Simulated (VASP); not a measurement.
# Cs (Im-3m) in VASP: further runs

Runs on Cs. Level: PBEsol. Tasks: single point, relaxation of cell and atoms.

All numbers are computed with VASP 6.6.1; they aren't measurements. Logs are shortened: lines on timing, memory, paths and dates and some standing lists are left out, and cuts for length are marked.

### Step 1. The cell of the first run

It takes space group Im-3m (No. 229, cubic). Conventional cell: a = 6.045 Å, b = 6.045 Å, c = 6.045 Å, α = 90.00°, β = 90.00°, γ = 90.00°.

### Step 2. Single point, PBEsol

Input file INCAR:

```
PREC     = Accurate       # precision mode
ENCUT    = 500            # plane-wave cutoff, eV
EDIFF    = 1E-6           # SCF threshold, eV
ISMEAR   = -1             # smearing method
SIGMA    = 0.1            # smearing width, eV
LREAL    = False          # projectors in reciprocal space
LASPH    = True           # aspherical terms in the spheres
NELM     = 120            # most SCF steps
ALGO     = Normal         # electronic algorithm
ISIF     = 2              # what is computed and relaxed
LWAVE    = False          # write WAVECAR
LCHARG   = False          # write CHGCAR
GGA      = PS             # functional
NBANDS   = 10             # bands
GGA_COMPAT= False
```

Input file KPOINTS:

```
regular mesh
0
Gamma
  8 8 8
```

Input file POSCAR:

```
Cs
1.0
   -3.0225000000      3.0225000000      3.0225000000
    3.0225000000     -3.0225000000      3.0225000000
    3.0225000000      3.0225000000     -3.0225000000
Cs
1
Direct
    0.0000000000      0.0000000000      0.0000000000
```

Potentials or basis: VASP PAW PBE potentials, release 64 (Cs_sv).

The run is started by

```sh
cat potpaw_PBE.64/Cs_sv/POTCAR > POTCAR
mpirun -np 1 vasp_std > vasp.out
```

OUTCAR:

```text
PREC = Accurate
   ENCUT = 500
   EDIFF = 1E-6
   ISMEAR = -1
   LREAL = False
   LASPH = True
   NELM = 120
   ISIF = 2
   GGA = PS

 ion  position               nearest neighbor table
   1  0.000  0.000  0.000-

  LATTYP: Found a body centered cubic cell.
 ALAT       =     6.0450000000

  Lattice vectors:

 A1 = (  -3.0225000000,   3.0225000000,   3.0225000000)
 A2 = (   3.0225000000,  -3.0225000000,   3.0225000000)
 A3 = (   3.0225000000,   3.0225000000,  -3.0225000000)

Analysis of symmetry for initial positions (statically):
=====================================================================
 Subroutine PRICEL returns:
 Original cell was already a primitive cell.

 Routine SETGRP: Setting up the symmetry group for a
 body centered cubic supercell.

 Subroutine GETGRP returns: Found 48 space group operations
 (whereof 48 operations were pure point group operations)
 out of a pool of 48 trial point group operations.

The static configuration has the point symmetry O_h .

Analysis of symmetry for dynamics (positions and initial velocities):
=====================================================================
 Subroutine PRICEL returns:
 Original cell was already a primitive cell.

 Routine SETGRP: Setting up the symmetry group for a
 body centered cubic supercell.

 Subroutine GETGRP returns: Found 48 space group operations
 (whereof 48 operations were pure point group operations)
 out of a pool of 48 trial point group operations.

The dynamic configuration has the point symmetry O_h .

 Subroutine INISYM returns: Found 48 space group operations
 (whereof 48 operations are pure point group operations),
 and found     1 'primitive' translations

----------------------------------------------------------------------------------------

                                     Primitive cell

  volume of cell :     110.4483

  direct lattice vectors                    reciprocal lattice vectors
    -3.022500000  3.022500000  3.022500000     0.000000000  0.165425972  0.165425972
     3.022500000 -3.022500000  3.022500000     0.165425972  0.000000000  0.165425972
     3.022500000  3.022500000 -3.022500000     0.165425972  0.165425972  0.000000000

  length of vectors
     5.235123566  5.235123566  5.235123566     0.233947653  0.233947653  0.233947653

  position of ions in fractional coordinates (direct lattice)
     0.000000000  0.000000000  0.000000000

  ion indices of the primitive-cell ions
   primitive index   ion index
                 1           1

----------------------------------------------------------------------------------------

 KPOINTS: regular mesh

Automatic generation of k-mesh.
 Grid dimensions read from file:
 generate k-points for:    8    8    8

 Generating k-lattice:

  Cartesian coordinates                     Fractional coordinates (reciprocal lattice)
     0.000000000  0.020678246  0.020678246     0.125000000  0.000000000  0.000000000
     0.020678246  0.000000000  0.020678246     0.000000000  0.125000000  0.000000000
     0.020678246  0.020678246  0.000000000     0.000000000  0.000000000  0.125000000

  Length of vectors
     0.029243457  0.029243457  0.029243457

  Shift w.r.t. Gamma in fractional coordinates (k-lattice)
     0.000000000  0.000000000  0.000000000

 Subroutine IBZKPT returns following result:
 ===========================================

 Found     29 irreducible k-points:

 Following reciprocal coordinates:
            Coordinates               Weight
  0.000000  0.000000  0.000000      1.000000
  0.125000  0.000000  0.000000     12.000000
  0.250000  0.000000  0.000000     12.000000
  0.375000  0.000000  0.000000     12.000000
  0.500000  0.000000  0.000000      6.000000
  0.125000  0.125000  0.000000     24.000000
[... 16 lines left out ...]
 -0.250000  0.250000  0.250000      6.000000
 -0.375000  0.375000  0.250000     24.000000
 [... further k-points ...]
   k-points           NKPTS =     29   k-points in BZ     NKDIM =     29   number of bands    NBANDS=     10
   number of dos      NEDOS =    301   number of ions     NIONS =      1
   total plane-waves  NPLWV =  64000
   dimension x,y,z NGX =    40 NGY =   40 NGZ =   40
   dimension x,y,z NGXF=    80 NGYF=   80 NGZF=   80
   ions per type =               1
   NGX,Y,Z   is equivalent  to a cutoff of  12.70, 12.70, 12.70 a.u.
   NGXF,Y,Z  is equivalent  to a cutoff of  25.40, 25.40, 25.40 a.u.
 SYSTEM =  unknown system
   PREC   = accura    normal or accurate (medium, high low for compatibility)
   ISTART =      0    job   : 0-new  1-cont  2-samecut
   ICHARG =      2    charge: 1-file 2-atom 10-const
   ISPIN  =      1    spin polarized calculation?
   LNONCOLLINEAR =      F non collinear calculations
   LSORBIT =      F    spin-orbit coupling
   LASPH  =      T    aspherical Exc in radial PAW
   ENCUT  =  500.0 eV  36.75 Ry    6.06 a.u.   9.54  9.54  9.54*2*pi/ulx,y,z
   NELM   =    120;   NELMIN=  2; NELMDL= -5     # of ELM steps
   EDIFF  = 0.1E-05   stopping-criterion for ELM
   LREAL  =      F    real-space projection
   EDIFFG = 0.1E-04   stopping-criterion for IOM
   NSW    =      0    number of steps for IOM
   IBRION =     -1    ionic relax: 0-MD 1-quasi-New 2-CG
   NFREE  =      0    steps in history (QN), initial steepest desc. (CG)
   ISIF   =      2    stress and relaxation
   ISYM   =      2    0-nonsym 1-usesym 2-fastsym
   POTIM  = 0.5000    time-step for ionic-motion
   TEBEG  =    0.0;   TEEND  =   0.0 temperature during run
   PSTRESS=    0.0 pullay stress
   NELECT =       9.0000    total number of electrons
   NUPDOWN=      -1.0000    fix difference up-down
   EMIN   =  10.00;   EMAX   =-10.00  energy-range for DOS
   EFERMI =   0.00;   METHOD = LEGACY
   ISMEAR =    -1;   SIGMA  =   0.10  broadening in eV -4-tet -1-fermi 0-gaus
   EFERMI_NEDOS =   21; number of points for ismear=-14 and -15
   IALGO  =     38    algorithm
   IMIX   =      4    mixing-type and parameters
     AMIX     =   0.40;   BMIX     =  1.00
     AMIX_MAG =   1.60;   BMIX_MAG =  1.00
  volume/ion in A,a.u.               =     110.45       745.34
  Fermi-wavevector in a.u.,A,eV,Ry     =   0.709746  1.341225  6.853782  0.503739
  Thomas-Fermi vector in A             =   1.796409
   LORBIT       =      0    0 simple, 1 ext, 2 COOP (PROOUT), +10 PAW based schemes
   GGA     = PS    functional components
   LHFCALC =     F    Hartree Fock is set to
   AEXX    =    0.0000 exact exchange contribution
   IVDW    =     0    specifies the selected vdW correction
   LEPSILON=     F    determine dielectric tensor
   LRPA    =     F    only Hartree local field effects (RPA)
 non-spin polarized calculation
  energy-cutoff  :      500.00
  volume of cell :      110.45
 maximum number of plane-waves:      2824
 NGX is ok and might be reduce to    40
   NGX = 19   NGY = 19   NGZ = 19

 number of electron       8.9999998 magnetization

 Free energy of the ion-electron system (eV)
  ---------------------------------------------------
  ext. energy  EPLUGINS =         0.00000000
  ---------------------------------------------------
  free energy    TOTEN  =        -0.96162478 eV

  energy without entropy =       -0.91866268  energy(sigma->0) =       -0.94014373

 E-fermi :   0.4664     XC(G=0):  -5.5822

 val. band max:        0.3906930667   @ k =   0.2500   0.1250   0.1250
 cond. band min:       0.4897343972   @ k =   0.5000   0.0000   0.0000
 fundamental gap:      0.0990413305
 Fermi energy:         0.4663716625

 k-point     1 :       0.0000    0.0000    0.0000
  band No.  band energies     occupation
      1     -23.3478      2.00000
      2     -10.0609      2.00000
      3     -10.0609      2.00000
      4     -10.0609      2.00000
      5      -1.2516      2.00000
      6       2.9968      0.00000
      7       2.9968      0.00000
      8       2.9968      0.00000
      9       3.9002      0.00000
     10       3.9002      0.00000

 k-point     2 :       0.1250    0.0000    0.0000
  band No.  band energies     occupation
      1     -23.3467      2.00000
      2     -10.0851      2.00000
      3     -10.0687      2.00000
      4     -10.0610      2.00000
      5      -1.0728      2.00000
      6       2.8078      0.00000
      7       2.8129      0.00000
      8       3.1781      0.00000
      9       3.6823      0.00000
     10       3.8710      0.00000

 k-point     3 :       0.2500    0.0000    0.0000
  band No.  band energies     occupation
      1     -23.3438      2.00000
      2     -10.1421      2.00000
      3     -10.0873      2.00000
      4     -10.0611      2.00000
      5      -0.5798      1.99994
      6       2.2214      0.00000
      7       2.4719      0.00000
      8       3.7090      0.00000
      9       3.7409      0.00000
     10       3.8951      0.00000

 k-point     4 :       0.3750    0.0000    0.0000
  band No.  band energies     occupation
      1     -23.3409      2.00000
      2     -10.1974      2.00000
      3     -10.1058      2.00000
      4     -10.0612      2.00000
      5       0.0783      1.95957
      6       1.6759      0.00001
      7       2.2104      0.00000
      8       3.8313      0.00000
      9       4.0997      0.00000
     10       4.5461      0.00000
[... 222 lines left out ...]
 k-point    22 :       0.2500    0.2500    0.2500
  band No.  band energies     occupation
      1     -23.3393      2.00000
      2     -10.1393      2.00000
      3     -10.1393      2.00000
      4     -10.1393      2.00000
      5       1.4774      0.00008
      6       1.4774      0.00008
      7       1.4774      0.00008
      8       2.9578      0.00000
      9       4.4560      0.00000
     10       4.4560      0.00000

 k-point    23 :      -0.2500    0.2500    0.2500
  band No.  band energies     occupation
      1     -23.3402      2.00000
      2     -10.1447      2.00000
      3     -10.1157      2.00000
      4     -10.1157      2.00000
      5       0.0193      1.97737
      6       2.0167      0.00000
      7       2.7473      0.00000
      8       2.7473      0.00000
      9       3.7720      0.00000
     10       3.9629      0.00000

 k-point    24 :      -0.3750    0.3750    0.2500
  band No.  band energies     occupation
      1     -23.3376      2.00000
      2     -10.1794      2.00000
      3     -10.1356      2.00000
      4     -10.1201      2.00000
      5       0.6026      0.40789
      6       1.5664      0.00003
      7       2.7281      0.00000
      8       2.7539      0.00000
      9       3.6491      0.00000
     10       4.3997      0.00000

 [... further k-points ...]
[... 5 lines left out ...]
  --------------------------------------------------------------------------------------
  -------------------------------------------------------------------------------------
  Total       -0.0319630     -0.0319630     -0.0319630      0.0000000      0.0000000      0.0000000
  in kB       -0.4636590     -0.4636590     -0.4636590      0.0000000      0.0000000      0.0000000
  external PRESSURE =      -0.4636590 kB  Pullay stress =       0.0000000 kB

 VOLUME and BASIS-vectors are now :
 -----------------------------------------------------------------------------
  energy-cutoff  :      500.00
  volume of cell :      110.45
      direct lattice vectors                 reciprocal lattice vectors
    -3.022500000  3.022500000  3.022500000     0.000000000  0.165425972  0.165425972
     3.022500000 -3.022500000  3.022500000     0.165425972  0.000000000  0.165425972
     3.022500000  3.022500000 -3.022500000     0.165425972  0.165425972  0.000000000

 POSITION                                       TOTAL-FORCE (eV/Angst)
 -----------------------------------------------------------------------------------
      0.00000      0.00000      0.00000        -0.000000     -0.000000     -0.000000
 -----------------------------------------------------------------------------------
    total drift:                               -0.000000     -0.000000     -0.000000

  FREE ENERGIE OF THE ION-ELECTRON SYSTEM (eV)
  ---------------------------------------------------
  free  energy   TOTEN  =        -0.9616247785 eV

  energy  without entropy=       -0.9186626770  energy(sigma->0) =       -0.94014373
```

Wall time 21 s (1 thread of Intel Xeon 8259CL, shared host); peak memory 0.23 GiB.

What came out:

- Free energy: -0.9616 eV
- Pressure: 0.0 GPa
- Band gap on the k mesh: zero (an odd number of electrons rules out a gap without spin polarisation)

Caveat: the PAW data sets were made with another functional, which shifts forces and pressure a little; spin-orbit coupling is left out, which moves the levels of the heavy elements.

### Step 3. Relaxation of cell and atoms, PBEsol

Input file INCAR:

```
  PREC = Accurate
  ENCUT = 500
  EDIFF = 1E-7
  ISMEAR = -1
  SIGMA = 0.1
  LREAL = False
  LASPH = True
  NELM = 120
  ALGO = Normal
  ISIF = 3
  LWAVE = False
  LCHARG = False
  GGA = PS
  IBRION = 2
  NSW = 80
  EDIFFG = -0.01
  GGA_COMPAT = False
  NELMIN = 4
```

Input file KPOINTS:

```
Automatic mesh
0
Gamma
  8 8 8
```

POSCAR is that of step 2.

Potentials or basis: VASP PAW PBE potentials, release 64 (Cs_sv).

The run is started by

```sh
cat potpaw_PBE.64/Cs_sv/POTCAR > POTCAR
mpirun -np 1 vasp_std > vasp.out
```

It took 51 s on 1 thread of Intel Xeon 8259CL, shared host; peak memory 0.25 GiB.

It converged, with:

```yaml
Free_energy: -0.9619 eV
Relaxed_volume: 108.65 Å³/atom
Relaxed_cell: a = 5.207 Å, b = 5.207 Å, c = 5.207 Å, α = 109.47°, β = 109.47°, γ = 109.47°
Space_group_after_relaxing_to_0.1_Å: Im-3m (No. 229)
Energy_gained_by_relaxing: 0.3 meV/atom
Ionic_steps: 3
Pressure_after_relaxing: 0.0 GPa
Band_gap_on_the_k_mesh: zero (an odd number of electrons rules out a gap without spin polarisation)
```

The path:
```
step  energy change (eV)  largest force (eV/Å)  pressure (GPa)  volume (Å³)
   1              0.0000                0.0000           -0.04       110.45
   2             -0.0001                0.0000           -0.03       110.00
   3             -0.0003                0.0000           -0.01       108.65
```

Final structure:
```yaml
crystal:
  lattice:
    - [-3.00604, 3.00604, 3.00604]
    - [3.00604, -3.00604, 3.00604]
    - [3.00604, 3.00604, -3.00604]
  atoms:
    - { symbol: Cs, position: [0.00000, 0.00000, 0.00000] }
```

Levels at points of the mesh, in eV from the Fermi level:
| k point | band 1 | band 2 | band 3 | band 4 | band 5 | band 6 | band 7 | band 8 |
| --- | --- | --- | --- | --- | --- | --- | --- | --- |
| (0.00, 0.00, 0.00) | -23.81 | -10.52 | -10.52 | -10.52 | -1.74 | 2.54 | 2.54 | 2.54 |
| (0.50, 0.00, 0.00) | -23.80 | -10.68 | -10.57 | -10.52 | 0.02 | 0.94 | 1.65 | 3.30 |
| (0.50, 0.50, 0.50) | -23.79 | -10.63 | -10.63 | -10.63 | 0.62 | 0.62 | 3.16 | 3.16 |

Caveat: the PAW data sets were made with another functional, which shifts forces and pressure a little; spin-orbit coupling is left out, which moves the levels of the heavy elements.

The gap in the log of VASP goes by the Fermi energy; the results here count the filled bands.